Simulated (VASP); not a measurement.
# CoW3 (P-6m2) in VASP: single point with PBE

Aim: the single point of CoW3 with PBE.

Everything below comes from runs of VASP 6.6.1. Logs are shortened: lines on timing, memory, paths and dates and some standing lists are left out, and cuts for length are marked.

### Step 1. The cell of the first run

The structure is hexagonal, space group P-6m2 (No. 187). The conventional cell has a = 2.804 Å, b = 2.804 Å, c = 9.169 Å, α = 90.00°, β = 90.00°, γ = 120.00°. Within 3.7 Å of Co (site symmetry -6m2) lie 6 Co at 2.80 Å and 6 W at 2.81 Å. Within 3.7 Å of W (site symmetry 3m) lie 9 W at 2.80 to 2.81 Å and 3 Co at 2.81 Å. Within 3.7 Å of W (site symmetry -6m2) lie 12 W at 2.80 to 2.81 Å.

### Step 2. Single point, PBE, collinear spin, ferromagnetic start

Contents of INCAR:

```
SYSTEM = CoW3
ALGO = Normal
EDIFF = 1E-7
ENCUT = 520
GGA = PE
ISIF = 2
ISMEAR = 0
ISPIN = 2
LASPH = .True.
LCHARG = .False.
LMAXMIX = 4
LORBIT = 11
LREAL = .False.
LWAVE = .False.
MAGMOM = 3 0 0 0
NBANDS = 38
NELM = 150
PREC = Accurate
SIGMA = 0.1
```

Contents of KPOINTS:

```
k-points
0
Gamma
  6 6 2
  0 0 0
```

Contents of POSCAR:

```
CoW3
1.0
    2.8043275400      0.0000000000      0.0000000000
   -1.4021637700      2.4286188900      0.0000000000
    0.0000000000      0.0000000000      9.1691041000
Co W
1 3
Direct
    0.6666666700      0.3333333300      0.5000000000
    0.3333333300      0.6666666700      0.7500000000
    0.3333333300      0.6666666700      0.2500000000
    0.6666666700      0.3333333300      0.0000000000
```

Potentials or basis: VASP PAW PBE potentials, release 64 (Co, W_sv).

Started as:

```
$ cat potpaw_PBE.64/Co/POTCAR potpaw_PBE.64/W_sv/POTCAR > POTCAR
$ mpirun -np 1 vasp_std > vasp.out
```

OUTCAR:

```text
SYSTEM = CoW3
   EDIFF = 1E-7
   ENCUT = 520
   GGA = PE
   ISIF = 2
   ISMEAR = 0
   ISPIN = 2
   LASPH = .True.
   LORBIT = 11
   LREAL = .False.
   NELM = 150
   PREC = Accurate

 ion  position               nearest neighbor table
   1  0.667  0.333  0.500-   2 2.81   3 2.81   2 2.81   3 2.81   2 2.81   3 2.81
   2  0.333  0.667  0.750-   1 2.81   4 2.81   1 2.81   4 2.81   1 2.81   4 2.81
   3  0.333  0.667  0.250-   1 2.81   4 2.81   1 2.81   4 2.81   1 2.81   4 2.81
   4  0.667  0.333  0.000-   2 2.81   3 2.81   2 2.81   3 2.81   2 2.81   3 2.81

  LATTYP: Found a hexagonal cell.
 ALAT       =     2.8043275400
 C/A-ratio  =     3.2696266642

  Lattice vectors:

 A1 = (   2.8043275400,   0.0000000000,   0.0000000000)
 A2 = (  -1.4021637700,   2.4286188900,   0.0000000000)
 A3 = (   0.0000000000,   0.0000000000,   9.1691041000)

Analysis of symmetry for initial positions (statically):
=====================================================================
 Subroutine PRICEL returns:
 Original cell was already a primitive cell.

 Routine SETGRP: Setting up the symmetry group for a
 hexagonal supercell.

 Subroutine GETGRP returns: Found 12 space group operations
 (whereof 12 operations were pure point group operations)
 out of a pool of 24 trial point group operations.

The static configuration has the point symmetry D_3h.

Analysis of symmetry for dynamics (positions and initial velocities):
=====================================================================
 Subroutine PRICEL returns:
 Original cell was already a primitive cell.

 Routine SETGRP: Setting up the symmetry group for a
 hexagonal supercell.

 Subroutine GETGRP returns: Found 12 space group operations
 (whereof 12 operations were pure point group operations)
 out of a pool of 24 trial point group operations.

The dynamic configuration has the point symmetry D_3h.

Analysis of structural, dynamic, and magnetic symmetry:
=====================================================================
 Subroutine PRICEL returns:
 Original cell was already a primitive cell.

 Routine SETGRP: Setting up the symmetry group for a
 hexagonal supercell.

 Subroutine GETGRP returns: Found 12 space group operations
 (whereof 12 operations were pure point group operations)
 out of a pool of 24 trial point group operations.

The overall configuration has the point symmetry D_3h.

 Subroutine INISYM returns: Found 12 space group operations
 (whereof 12 operations are pure point group operations),
 and found     1 'primitive' translations

----------------------------------------------------------------------------------------

                                     Primitive cell

  volume of cell :      62.4475

  direct lattice vectors                    reciprocal lattice vectors
     2.804327540  0.000000000  0.000000000     0.356591727  0.205878329  0.000000000
    -1.402163770  2.428618890  0.000000000     0.000000000  0.411756659  0.000000000
     0.000000000  0.000000000  9.169104100     0.000000000  0.000000000  0.109061909

  length of vectors
     2.804327540  2.804327540  9.169104100     0.411756659  0.411756659  0.109061909

  position of ions in fractional coordinates (direct lattice)
     0.666666670  0.333333330  0.500000000
     0.333333330  0.666666670  0.750000000
     0.333333330  0.666666670  0.250000000
     0.666666670  0.333333330  0.000000000

  ion indices of the primitive-cell ions
   primitive index   ion index
                 1           1
                 2           2
                 3           3
                 4           4

----------------------------------------------------------------------------------------

 KPOINTS: k-points

Automatic generation of k-mesh.
 Grid dimensions read from file:
 generate k-points for:    6    6    2

 Generating k-lattice:

  Cartesian coordinates                     Fractional coordinates (reciprocal lattice)
     0.059431954  0.034313055  0.000000000     0.166666667  0.000000000  0.000000000
     0.000000000  0.068626110  0.000000000     0.000000000  0.166666667  0.000000000
     0.000000000  0.000000000  0.054530955     0.000000000  0.000000000  0.500000000

  Length of vectors
     0.068626110  0.068626110  0.054530955

  Shift w.r.t. Gamma in fractional coordinates (k-lattice)
     0.000000000  0.000000000  0.000000000

 Subroutine IBZKPT returns following result:
 ===========================================

 Found     14 irreducible k-points:

 Following reciprocal coordinates:
            Coordinates               Weight
  0.000000  0.000000  0.000000      1.000000
  0.166667  0.000000  0.000000      6.000000
  0.333333  0.000000  0.000000      6.000000
  0.500000  0.000000  0.000000      3.000000
  0.166667  0.166667  0.000000      6.000000
  0.333333  0.166667  0.000000     12.000000
  0.333333  0.333333  0.000000      2.000000
  0.000000  0.000000  0.500000      1.000000
  0.166667  0.000000  0.500000      6.000000
  0.333333  0.000000  0.500000      6.000000
  0.500000  0.000000  0.500000      3.000000
  0.166667  0.166667  0.500000      6.000000
  0.333333  0.166667  0.500000     12.000000
  0.333333  0.333333  0.500000      2.000000
   k-points           NKPTS =     14   k-points in BZ     NKDIM =     14   number of bands    NBANDS=     38
   number of dos      NEDOS =    301   number of ions     NIONS =      4
   total plane-waves  NPLWV =  40320
   dimension x,y,z NGX =    24 NGY =   24 NGZ =   70
   dimension x,y,z NGXF=    48 NGYF=   48 NGZF=  140
   ions per type =               1   3
   NGX,Y,Z   is equivalent  to a cutoff of  14.23, 14.23, 12.69 a.u.
   NGXF,Y,Z  is equivalent  to a cutoff of  28.46, 28.46, 25.38 a.u.
 SYSTEM =  CoW3
   PREC   = accura    normal or accurate (medium, high low for compatibility)
   ISTART =      0    job   : 0-new  1-cont  2-samecut
   ICHARG =      2    charge: 1-file 2-atom 10-const
   ISPIN  =      2    spin polarized calculation?
   LNONCOLLINEAR =      F non collinear calculations
   LSORBIT =      F    spin-orbit coupling
   LASPH  =      T    aspherical Exc in radial PAW
   ENCUT  =  520.0 eV  38.22 Ry    6.18 a.u.   5.21  5.21 17.05*2*pi/ulx,y,z
   NELM   =    150;   NELMIN=  2; NELMDL= -5     # of ELM steps
   EDIFF  = 0.1E-06   stopping-criterion for ELM
   LREAL  =      F    real-space projection
   EDIFFG = 0.1E-05   stopping-criterion for IOM
   NSW    =      0    number of steps for IOM
   IBRION =     -1    ionic relax: 0-MD 1-quasi-New 2-CG
   NFREE  =      0    steps in history (QN), initial steepest desc. (CG)
   ISIF   =      2    stress and relaxation
   ISYM   =      2    0-nonsym 1-usesym 2-fastsym
   POTIM  = 0.5000    time-step for ionic-motion
   TEBEG  =    0.0;   TEEND  =   0.0 temperature during run
   PSTRESS=    0.0 pullay stress
   NELECT =      51.0000    total number of electrons
   NUPDOWN=      -1.0000    fix difference up-down
   EMIN   =  10.00;   EMAX   =-10.00  energy-range for DOS
   EFERMI =   0.00;   METHOD = LEGACY
   ISMEAR =     0;   SIGMA  =   0.10  broadening in eV -4-tet -1-fermi 0-gaus
   EFERMI_NEDOS =   21; number of points for ismear=-14 and -15
   IALGO  =     38    algorithm
   IMIX   =      4    mixing-type and parameters
     AMIX     =   0.40;   BMIX     =  1.00
     AMIX_MAG =   1.60;   BMIX_MAG =  1.00
  volume/ion in A,a.u.               =      15.61       105.35
  Fermi-wavevector in a.u.,A,eV,Ry     =   1.530241  2.891737 31.859920  2.341638
  Thomas-Fermi vector in A             =   2.637751
   LORBIT       =     11    0 simple, 1 ext, 2 COOP (PROOUT), +10 PAW based schemes
   GGA     = PE    functional components
   LHFCALC =     F    Hartree Fock is set to
   AEXX    =    0.0000 exact exchange contribution
   IVDW    =     0    specifies the selected vdW correction
   LEPSILON=     F    determine dielectric tensor
   LRPA    =     F    only Hartree local field effects (RPA)
 spin polarized calculation
 Gauss-broadening in eV      SIGMA  =   0.10
  energy-cutoff  :      520.00
  volume of cell :       62.45
 maximum number of plane-waves:      1700
 NGX is ok and might be reduce to    24
   NGX = 11   NGY = 11   NGZ = 35

 number of electron      51.0000004 magnetization       0.9356533

 Free energy of the ion-electron system (eV)
  ---------------------------------------------------
  ext. energy  EPLUGINS =         0.00000000
  ---------------------------------------------------
  free energy    TOTEN  =       -43.80118366 eV

  energy without entropy =      -43.77935474  energy(sigma->0) =      -43.79026920

 E-fermi :   9.9059     XC(G=0): -13.1760

 val. band max:        9.8758112440   @ k =   0.1667   0.0000   0.0000
 cond. band min:       9.9061354312   @ k =   0.0000   0.0000   0.0000
 fundamental gap:      0.0303241873
 Fermi energy:         9.9059010804

 spin component 1

 k-point     1 :       0.0000    0.0000    0.0000
  band No.  band energies     occupation
      1     -63.8570      1.00000
      2     -63.8404      1.00000
      3     -63.7090      1.00000
      4     -28.5421      1.00000
      5     -28.1221      1.00000
      6     -27.5865      1.00000
[... 29 lines left out ...]
     36      14.2210      0.00000
     37      18.1266      0.00000

 k-point     2 :       0.1667    0.0000    0.0000
  band No.  band energies     occupation
      1     -63.8319      1.00000
      2     -63.8186      1.00000
      3     -63.6903      1.00000
      4     -28.4626      1.00000
      5     -28.1284      1.00000
      6     -27.8154      1.00000
[... 29 lines left out ...]
     36      16.2980      0.00000
     37      18.3939      0.00000
[... 438 lines left out ...]
     36      17.4870      0.00000
     37      18.5838      0.00000

 k-point    14 :       0.3333    0.3333    0.5000
  band No.  band energies     occupation
      1     -63.7416      1.00000
      2     -63.7416      1.00000
      3     -63.6256      1.00000
      4     -28.3738      1.00000
      5     -28.3526      1.00000
      6     -28.3434      1.00000
[... 29 lines left out ...]
     36      17.2358      0.00000
     37      17.4645      0.00000
 Fermi energy:         9.9059010804

 spin component 2

 k-point     1 :       0.0000    0.0000    0.0000
  band No.  band energies     occupation
      1     -63.8593      1.00000
      2     -63.8404      1.00000
      3     -63.7241      1.00000
      4     -28.5679      1.00000
      5     -28.1427      1.00000
      6     -27.6127      1.00000
[... 29 lines left out ...]
     36      14.1772      0.00000
     37      18.2781      0.00000

 k-point     2 :       0.1667    0.0000    0.0000
  band No.  band energies     occupation
      1     -63.8338      1.00000
      2     -63.8187      1.00000
      3     -63.7058      1.00000
      4     -28.4877      1.00000
      5     -28.1490      1.00000
      6     -27.8137      1.00000
[... 29 lines left out ...]
     36      16.2733      0.00000
     37      18.4982      0.00000
[... 438 lines left out ...]
     36      17.5026      0.00000
     37      18.7134      0.00000

 k-point    14 :       0.3333    0.3333    0.5000
  band No.  band energies     occupation
      1     -63.7418      1.00000
      2     -63.7418      1.00000
      3     -63.6430      1.00000
      4     -28.3739      1.00000
      5     -28.3738      1.00000
      6     -28.3455      1.00000
[... 29 lines left out ...]
     36      17.2713      0.00000
     37      17.4535      0.00000
 [bands above 37 left out]

------------------------ aborting loop because EDIFF is reached ----------------------------------------

  FORCE on cell =-STRESS in cart. coord.  units (eV):
  Direction    XX          YY          ZZ          XY          YZ          ZX
  --------------------------------------------------------------------------------------
  -------------------------------------------------------------------------------------
  Total       -2.3497325     -2.3497325      1.3796854      0.0000000      0.0000000     -0.0000000
  in kB      -60.2856562    -60.2856562     35.3977490      0.0000000      0.0000000     -0.0000000
  external PRESSURE =     -28.3911878 kB  Pullay stress =       0.0000000 kB

 VOLUME and BASIS-vectors are now :
 -----------------------------------------------------------------------------
  energy-cutoff  :      520.00
  volume of cell :       62.45
      direct lattice vectors                 reciprocal lattice vectors
     2.804327540  0.000000000  0.000000000     0.356591727  0.205878329  0.000000000
    -1.402163770  2.428618890  0.000000000     0.000000000  0.411756659  0.000000000
     0.000000000  0.000000000  9.169104100     0.000000000  0.000000000  0.109061909

 POSITION                                       TOTAL-FORCE (eV/Angst)
 -----------------------------------------------------------------------------------
      1.40216      0.80954      4.58455         0.000000     -0.000000     -0.000000
     -0.00000      1.61908      6.87683         0.000000      0.000000     -2.762696
     -0.00000      1.61908      2.29228        -0.000000      0.000000      2.762696
      1.40216      0.80954      0.00000        -0.000000     -0.000000     -0.000000
 -----------------------------------------------------------------------------------
    total drift:                                0.000013     -0.000008      0.000000

  FREE ENERGIE OF THE ION-ELECTRON SYSTEM (eV)
  ---------------------------------------------------
  free  energy   TOTEN  =       -43.8011836585 eV

  energy  without entropy=      -43.7793547438  energy(sigma->0) =      -43.79026920

 total charge

# of ion       s       p       d       tot
------------------------------------------
    1        0.404   0.383   7.204   7.991
    2        2.414   6.297   3.311  12.022
    3        2.414   6.297   3.311  12.022
    4        2.416   6.351   3.369  12.135
--------------------------------------------------
tot          7.648  19.328  17.195  44.170

 magnetization (x)

# of ion       s       p       d       tot
------------------------------------------
    1       -0.005  -0.013   1.043   1.025
    2        0.000  -0.002  -0.000  -0.001
    3        0.000  -0.002  -0.000  -0.001
    4       -0.001   0.003  -0.039  -0.038
--------------------------------------------------
tot         -0.006  -0.014   1.003   0.984
```

Wall time 74 s (1 thread of Intel Xeon Platinum 8488C (Sapphire Rapids), shared host); peak memory 0.24 GiB.

What came out:

* Free energy: -43.8012 eV
* Pressure: -2.8 GPa
* Largest force: 2.763 eV/Å
* Net moment: 0.94 μB per cell
* Site moments: Co +1.02; W -0.00, -0.04 (each value once) μB
* Valence electrons inside the program's atomic spheres: Co 7.99; W 12.02, 12.13 (each value once)

Forces in eV/Å, atoms in the order of the input:
```
Co   0.000  0.000  0.000
W    0.000  0.000 -2.763
W    0.000  0.000  2.763
W    0.000  0.000  0.000
```

Levels at points of the mesh, in eV from the Fermi level:
Spin up:
| k point | band 23 | band 24 | band 25 | band 26 | band 27 | band 28 | band 29 | band 30 |
| --- | --- | --- | --- | --- | --- | --- | --- | --- |
| (0.00, 0.00, 0.00) | -1.04 | -0.67 | -0.67 | -0.29 | -0.29 | 0.00 | 0.00 | 0.49 |
| (0.50, 0.00, 0.00) | -0.69 | -0.68 | 0.00 | 0.53 | 1.35 | 1.56 | 1.93 | 4.24 |
| (0.00, 0.00, 0.50) | -0.80 | -0.71 | -0.54 | -0.54 | -0.47 | -0.47 | 0.11 | 0.11 |
| (0.50, 0.00, 0.50) | -0.69 | -0.25 | 0.07 | 0.87 | 0.92 | 1.65 | 2.00 | 4.02 |
Spin down:
```tsv
k point	band 23	band 24	band 25	band 26	band 27	band 28
(0.00, 0.00, 0.00)	-0.72	-0.65	-0.65	0.06	0.06	0.07
(0.50, 0.00, 0.00)	-0.29	0.20	0.61	0.74	1.34	1.54
(0.00, 0.00, 0.50)	-0.74	-0.69	-0.37	-0.37	-0.31	-0.31
(0.50, 0.00, 0.50)	-0.32	0.11	0.63	0.99	1.04	2.09
```

Caveat: the k points lie up to 0.43 Å⁻¹ apart; spin-orbit coupling is left out, which moves the levels of the heavy elements; forces of over 1 eV/Å act on the atoms, so gaps and moduli don't describe the material at rest.
